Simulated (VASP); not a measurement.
# InAs (F-43m) in VASP: notebook

The runs below take InAs through single point, relaxation of cell and atoms, with PBEsol.

Program: VASP 6.6.1. These are calculated values, not measurements. Logs are shortened: lines on timing, memory, paths and dates and some standing lists are left out, and cuts for length are marked.

## Step 1: The cell of the first run

It takes space group F-43m (No. 216, cubic). Conventional cell: a = 5.985 Å, b = 5.985 Å, c = 5.985 Å, α = 90.00°, β = 90.00°, γ = 90.00°. In (site symmetry -43m) has 4 As at 2.59 Å within 3.4 Å. Within 3.4 Å of As (site symmetry -43m) lie 4 In at 2.59 Å.

## Step 2: Single point, PBEsol

The input, INCAR:

```
SYSTEM = InAs
  PREC = Accurate
  ENCUT = 520
  EDIFF = 1E-6
  ISMEAR = 0
  SIGMA = 0.1
  LREAL = .FALSE.
  LASPH = .TRUE.
  NELM = 60
  ALGO = Normal
  ISIF = 2
  LWAVE = .FALSE.
  LCHARG = .TRUE.
  GGA = PS
  LELF = .TRUE.
  LVHAR = .TRUE.
  NBANDS = 16
```

The input, KPOINTS:

```
Automatic mesh
0
G
  6 6 6
  0 0 0
```

The input, POSCAR:

```
InAs
1.0
    0.0000000000      2.9923982213      2.9923982213
    2.9923982213      0.0000000000      2.9923982213
    2.9923982213      2.9923982213      0.0000000000
In As
1 1
Direct
    0.0000000000      0.0000000000      0.0000000000
    0.7500000000      0.7500000000      0.7500000000
```

Potentials or basis: VASP PAW PBE potentials, release 64 (In_d, As).

Launch:

```console
cat potpaw_PBE.64/In_d/POTCAR potpaw_PBE.64/As/POTCAR > POTCAR
mpirun -np 1 vasp_std > vasp.out
```

OUTCAR:

```text
SYSTEM = InAs
   PREC = Accurate
   ENCUT = 520
   EDIFF = 1E-6
   ISMEAR = 0
   LREAL = .FALSE.
   LASPH = .TRUE.
   NELM = 60
   ISIF = 2
   GGA = PS

 ion  position               nearest neighbor table
   1  0.000  0.000  0.000-   2 2.59   2 2.59   2 2.59   2 2.59
   2  0.750  0.750  0.750-   1 2.59   1 2.59   1 2.59   1 2.59

  LATTYP: Found a face centered cubic cell.
 ALAT       =     5.9847964426

  Lattice vectors:

 A1 = (   0.0000000000,   2.9923982213,   2.9923982213)
 A2 = (   2.9923982213,   0.0000000000,   2.9923982213)
 A3 = (   2.9923982213,   2.9923982213,   0.0000000000)

Analysis of symmetry for initial positions (statically):
=====================================================================
 Subroutine PRICEL returns:
 Original cell was already a primitive cell.

 Routine SETGRP: Setting up the symmetry group for a
 face centered cubic supercell.

 Subroutine GETGRP returns: Found 24 space group operations
 (whereof 24 operations were pure point group operations)
 out of a pool of 48 trial point group operations.

The static configuration has the point symmetry T_d .

Analysis of symmetry for dynamics (positions and initial velocities):
=====================================================================
 Subroutine PRICEL returns:
 Original cell was already a primitive cell.

 Routine SETGRP: Setting up the symmetry group for a
 face centered cubic supercell.

 Subroutine GETGRP returns: Found 24 space group operations
 (whereof 24 operations were pure point group operations)
 out of a pool of 48 trial point group operations.

The dynamic configuration has the point symmetry T_d .

 Subroutine INISYM returns: Found 24 space group operations
 (whereof 24 operations are pure point group operations),
 and found     1 'primitive' translations

----------------------------------------------------------------------------------------

                                     Primitive cell

  volume of cell :      53.5905

  direct lattice vectors                    reciprocal lattice vectors
     0.000000000  2.992398221  2.992398221    -0.167090061  0.167090061  0.167090061
     2.992398221  0.000000000  2.992398221     0.167090061 -0.167090061  0.167090061
     2.992398221  2.992398221  0.000000000     0.167090061  0.167090061 -0.167090061

  length of vectors
     4.231890149  4.231890149  4.231890149     0.289408474  0.289408474  0.289408474

[... 70 lines left out ...]
   NELM   =     60;   NELMIN=  2; NELMDL= -5     # of ELM steps
   EDIFF  = 0.1E-05   stopping-criterion for ELM
   LREAL  =      F    real-space projection
   EDIFFG = 0.1E-04   stopping-criterion for IOM
   NSW    =      0    number of steps for IOM
   IBRION =     -1    ionic relax: 0-MD 1-quasi-New 2-CG
   NFREE  =      0    steps in history (QN), initial steepest desc. (CG)
   ISIF   =      2    stress and relaxation
   ISYM   =      2    0-nonsym 1-usesym 2-fastsym
   POTIM  = 0.5000    time-step for ionic-motion
   TEBEG  =    0.0;   TEEND  =   0.0 temperature during run
   PSTRESS=    0.0 pullay stress
   NELECT =      18.0000    total number of electrons
   NUPDOWN=      -1.0000    fix difference up-down
   EMIN   =  10.00;   EMAX   =-10.00  energy-range for DOS
   EFERMI =   0.00;   METHOD = LEGACY
   ISMEAR =     0;   SIGMA  =   0.10  broadening in eV -4-tet -1-fermi 0-gaus
   EFERMI_NEDOS =   21; number of points for ismear=-14 and -15
   IALGO  =     38    algorithm
   IMIX   =      4    mixing-type and parameters
     AMIX     =   0.40;   BMIX     =  1.00
     AMIX_MAG =   1.60;   BMIX_MAG =  1.00
  volume/ion in A,a.u.               =      26.80       180.82
  Fermi-wavevector in a.u.,A,eV,Ry     =   1.137984  2.150479 17.619658  1.295008
  Thomas-Fermi vector in A             =   2.274689
   LORBIT       =      0    0 simple, 1 ext, 2 COOP (PROOUT), +10 PAW based schemes
   GGA     = PS    functional components
   LHFCALC =     F    Hartree Fock is set to
   AEXX    =    0.0000 exact exchange contribution
   IVDW    =     0    specifies the selected vdW correction
   LEPSILON=     F    determine dielectric tensor
   LRPA    =     F    only Hartree local field effects (RPA)
 non-spin polarized calculation
 Gauss-broadening in eV      SIGMA  =   0.10
  energy-cutoff  :      520.00
  volume of cell :       53.59
 maximum number of plane-waves:      1459
   NGX = 15   NGY = 15   NGZ = 15

 number of electron      18.0000001 magnetization

 Free energy of the ion-electron system (eV)
  ---------------------------------------------------
  ext. energy  EPLUGINS =         0.00000000
  ---------------------------------------------------
  free energy    TOTEN  =        -8.44122012 eV

  energy without entropy =       -8.44048891  energy(sigma->0) =       -8.44085451

 E-fermi :   4.7318     XC(G=0):  -9.4177

 val. band max:        4.7005194322   @ k =   0.0000   0.0000   0.0000
 cond. band min:       5.6371936882   @ k =   0.5000   0.0000   0.0000
 fundamental gap:      0.9366742560
 Fermi energy:         4.7317569516

 k-point     1 :       0.0000    0.0000    0.0000
  band No.  band energies     occupation
      1      -9.7091      2.00000
      2      -9.7091      2.00000
      3      -9.7091      2.00000
      4      -9.5679      2.00000
      5      -9.5679      2.00000
      6      -7.3973      2.00000
[... 281 lines left out ...]
      3      -9.6244      2.00000
      4      -9.5932      2.00000
      5      -9.5529      2.00000
      6      -5.1823      2.00000
[... 8 lines left out ...]
     15      16.4787      0.00000
     16      16.6058      0.00000

------------------------ aborting loop because EDIFF is reached ----------------------------------------

  FORCE on cell =-STRESS in cart. coord.  units (eV):
  Direction    XX          YY          ZZ          XY          YZ          ZX
  --------------------------------------------------------------------------------------
  -------------------------------------------------------------------------------------
  Total        1.1336527      1.1336527      1.1336527      0.0000000      0.0000000      0.0000000
  in kB       33.8924095     33.8924095     33.8924095      0.0000000      0.0000000      0.0000000
  external PRESSURE =      33.8924095 kB  Pullay stress =       0.0000000 kB

 VOLUME and BASIS-vectors are now :
 -----------------------------------------------------------------------------
  energy-cutoff  :      520.00
  volume of cell :       53.59
      direct lattice vectors                 reciprocal lattice vectors
     0.000000000  2.992398221  2.992398221    -0.167090061  0.167090061  0.167090061
     2.992398221  0.000000000  2.992398221     0.167090061 -0.167090061  0.167090061
     2.992398221  2.992398221  0.000000000     0.167090061  0.167090061 -0.167090061

 POSITION                                       TOTAL-FORCE (eV/Angst)
 -----------------------------------------------------------------------------------
      0.00000      0.00000      0.00000        -0.000000     -0.000000     -0.000000
      4.48860      4.48860      4.48860         0.000000      0.000000      0.000000
 -----------------------------------------------------------------------------------
    total drift:                                0.000000      0.000000      0.000000

  FREE ENERGIE OF THE ION-ELECTRON SYSTEM (eV)
  ---------------------------------------------------
  free  energy   TOTEN  =        -8.4412201232 eV

  energy  without entropy=       -8.4404889054  energy(sigma->0) =       -8.44085451
```

OSZICAR:

```text
N       E                     dE             d eps       ncg     rms          rms(c)
DAV:   1     0.111478963224E+03    0.11148E+03   -0.83646E+03   512   0.123E+03
DAV:   2    -0.146305424009E+01   -0.11294E+03   -0.10796E+03   576   0.290E+02
DAV:   3    -0.856171455872E+01   -0.70987E+01   -0.70686E+01   640   0.720E+01
DAV:   4    -0.874993143791E+01   -0.18822E+00   -0.18812E+00   680   0.130E+01
DAV:   5    -0.875685959140E+01   -0.69282E-02   -0.69281E-02   776   0.210E+00    0.473E+00
DAV:   6    -0.847827806454E+01    0.27858E+00   -0.39300E-01   792   0.119E+01    0.260E+00
DAV:   7    -0.844249906647E+01    0.35779E-01   -0.11343E-01   736   0.346E+00    0.702E-01
DAV:   8    -0.844090747799E+01    0.15916E-02   -0.14153E-02   664   0.134E+00    0.234E-01
DAV:   9    -0.844112358170E+01   -0.21610E-03   -0.90086E-04   624   0.238E-01    0.128E-01
DAV:  10    -0.844120261843E+01   -0.79037E-04   -0.14580E-04   680   0.196E-01    0.677E-02
DAV:  11    -0.844122056087E+01   -0.17942E-04   -0.50718E-05   608   0.109E-01    0.394E-02
DAV:  12    -0.844122012317E+01    0.43770E-06   -0.46040E-06   624   0.269E-02
   1 F= -.84412201E+01 E0= -.84408545E+01  d E =-.731218E-03
```

Run time: 10 s. Hardware: 1 thread of Intel Xeon Platinum 8488C (Sapphire Rapids), shared host; peak memory 0.18 GiB.

What came out:

```yaml
Free_energy: -8.4412 eV
Pressure: 3.4 GPa
Band_gap_on_the_k_mesh: zero (filled and empty bands touch)
```

Caveat: the PAW data sets were made with another functional, which shifts forces and pressure a little; spin-orbit coupling is left out, which moves the levels of the heavy elements.

## Step 3: Single point, PBEsol

This run uses another cell than the first one, of 28.23 Å³/atom, 1.054 times its volume.

The input, INCAR:

```
SYSTEM = InAs
PREC = Accurate
ENCUT = 520
EDIFF = 1E-7
ISMEAR = 0
SIGMA = 0.1
LREAL = .FALSE.
LASPH = .TRUE.
NELM = 100
ALGO = Normal
ISIF = 2
LWAVE = .FALSE.
LCHARG = .FALSE.
GGA = PS
NBANDS = 16
```

The input, KPOINTS:

```
Automatic mesh
0
G
  12 12 12
  0 0 0
```

The input, POSCAR:

```
InAs
1.0
    0.0000000000      3.0448760362      3.0448760362
    3.0448760362      0.0000000000      3.0448760362
    3.0448760362      3.0448760362      0.0000000000
In As
1 1
Direct
    0.0000000000      0.0000000000      0.0000000000
    0.7500000000      0.7500000000      0.7500000000
```

Potentials or basis: VASP PAW PBE potentials, release 64 (In_d, As).

Launch:

```console
cat potpaw_PBE.64/In_d/POTCAR potpaw_PBE.64/As/POTCAR > POTCAR
mpirun -np 1 vasp_std > vasp.out
```

Run time: 29 s. Hardware: 1 thread of Intel Xeon Platinum 8488C (Sapphire Rapids), shared host; peak memory 0.22 GiB.

It converged, with:

```yaml
Free_energy: -8.4907 eV
Pressure: 0.0 GPa
Band_gap_on_the_k_mesh: zero (filled and empty bands touch)
```

Levels at points of the mesh, in eV from the Fermi level:
| k point | band 5 | band 6 | band 7 | band 8 | band 9 | band 10 | band 11 | band 12 | band 13 | band 14 |
| --- | --- | --- | --- | --- | --- | --- | --- | --- | --- | --- |
| (0.00, 0.00, 0.00) | -14.23 | -11.82 | -0.45 | -0.06 | -0.06 | -0.06 | 3.79 | 3.79 | 3.79 | 7.19 |
| (0.50, 0.00, 0.00) | -14.22 | -10.39 | -5.77 | -1.03 | -1.03 | 0.77 | 4.55 | 4.55 | 6.63 | 8.74 |
| (0.50, 0.50, 0.00) | -14.21 | -9.87 | -5.85 | -2.33 | -2.33 | 1.41 | 1.92 | 8.88 | 9.01 | 9.01 |

Caveat: the PAW data sets were made with another functional, which shifts forces and pressure a little; spin-orbit coupling is left out, which moves the levels of the heavy elements.

## Step 4: Relaxation of cell and atoms, PBEsol

The input, INCAR:

```
SYSTEM = InAs
ALGO     = Normal         ! electronic algorithm
EDIFF    = 1E-6           ! SCF threshold, eV
EDIFFG   = -0.01          ! ionic threshold
ENCUT    = 600            ! plane-wave cutoff, eV
GGA      = PS             ! functional
IBRION   = 2              ! ionic algorithm
ISIF     = 3              ! what is computed and relaxed
ISMEAR   = 0              ! smearing method
LASPH    = .TRUE.         ! aspherical terms in the spheres
LCHARG   = .FALSE.        ! write CHGCAR
LREAL    = .FALSE.        ! projectors in reciprocal space
LWAVE    = .FALSE.        ! write WAVECAR
NELM     = 80             ! most SCF steps
NSW      = 80             ! ionic steps
PREC     = Accurate       ! precision mode
SIGMA    = 0.1            ! smearing width, eV
```

The input, KPOINTS:

```
k-points
0
G
  12 12 12
  0 0 0
```

The input, POSCAR:

```
InAs
1.0
    0.0000000000      2.9923982213      2.9923982213
    2.9923982213      0.0000000000      2.9923982213
    2.9923982213      2.9923982213      0.0000000000
In As
1 1
Direct
    0.0000000000      0.0000000000      0.0000000000
    0.7500000000      0.7500000000      0.7500000000
```

Launch:

```console
cat potpaw_PBE.64/In_d/POTCAR potpaw_PBE.64/As/POTCAR > POTCAR
mpirun -np 1 vasp_std > vasp.out
```

Run time: 74 s. Hardware: 1 thread of Intel Xeon Platinum 8488C (Sapphire Rapids), shared host; peak memory 0.25 GiB.

It converged, with:

```yaml
Free_energy: -8.4907 eV
Relaxed_volume: 28.24 Å³/atom
Relaxed_cell: a = 4.307 Å, b = 4.307 Å, c = 4.307 Å, α = 60.00°, β = 60.00°, γ = 60.00°
Space_group_after_relaxing_to_0.05_Å: F-43m (No. 216)
Energy_gained_by_relaxing: 14.3 meV/atom
Ionic_steps: 3
Pressure_after_relaxing: 0.0 GPa
Band_gap_on_the_k_mesh: zero (filled and empty bands touch)
```

The path:
```tsv
step	energy change (eV)	largest force (eV/Å)	pressure (GPa)	volume (Å³)
1	0.0000	0.0000	3.33	53.59
2	-0.0217	0.0000	-1.43	58.02
3	-0.0286	0.0000	0.01	56.48
```

Final structure:
```cif
data_structure
_symmetry_space_group_name_H-M 'P 1'
_symmetry_Int_Tables_number 1
_cell_length_a 4.3067
_cell_length_b 4.3067
_cell_length_c 4.3067
_cell_angle_alpha 60.000
_cell_angle_beta 60.000
_cell_angle_gamma 60.000
_cell_volume 56.48
loop_
_atom_site_label
_atom_site_type_symbol
_atom_site_fract_x
_atom_site_fract_y
_atom_site_fract_z
_atom_site_occupancy
In1 In 0.00000 0.00000 0.00000 1
As1 As 0.75000 0.75000 0.75000 1
```

Levels at points of the mesh, in eV from the Fermi level:
| k point | band 7 | band 8 | band 9 | band 10 | band 11 | band 12 |
| --- | --- | --- | --- | --- | --- | --- |
| (0.00, 0.00, 0.00) | -0.45 | -0.06 | -0.06 | -0.06 | 3.79 | 3.79 |
| (0.50, 0.00, 0.00) | -5.77 | -1.03 | -1.03 | 0.77 | 4.55 | 4.55 |
| (0.50, 0.50, 0.00) | -5.85 | -2.33 | -2.33 | 1.42 | 1.92 | 8.88 |

Caveat: the PAW data sets were made with another functional, which shifts forces and pressure a little; spin-orbit coupling is left out, which moves the levels of the heavy elements.

## Step 5: Summary

```csv
task,cell,k mesh,cutoff (eV),gap on the mesh (eV),pressure (GPa)
single point,"a = 4.232 Å, angles 60.0°, 2 atoms",6 × 6 × 6,520,none,3.4
single point,"a = 4.306 Å, angles 60.0°, 2 atoms",12 × 12 × 12,520,none,0.0
relaxation of cell and atoms,"relaxed from a = 4.232 Å, angles 60.0°, 2 atoms",12 × 12 × 12,600,none,0.0
```

Alike in all rows: level PBEsol; potentials or basis VASP PAW PBE potentials, release 64 (In_d, As); no spin polarisation; smearing gaussian 0.1 eV.

Caveats: the PAW data sets were made with another functional, which shifts forces and pressure a little; spin-orbit coupling is left out, which moves the levels of the heavy elements.

Total energies depend on the potentials used, so only differences within one code and one set of settings carry meaning.
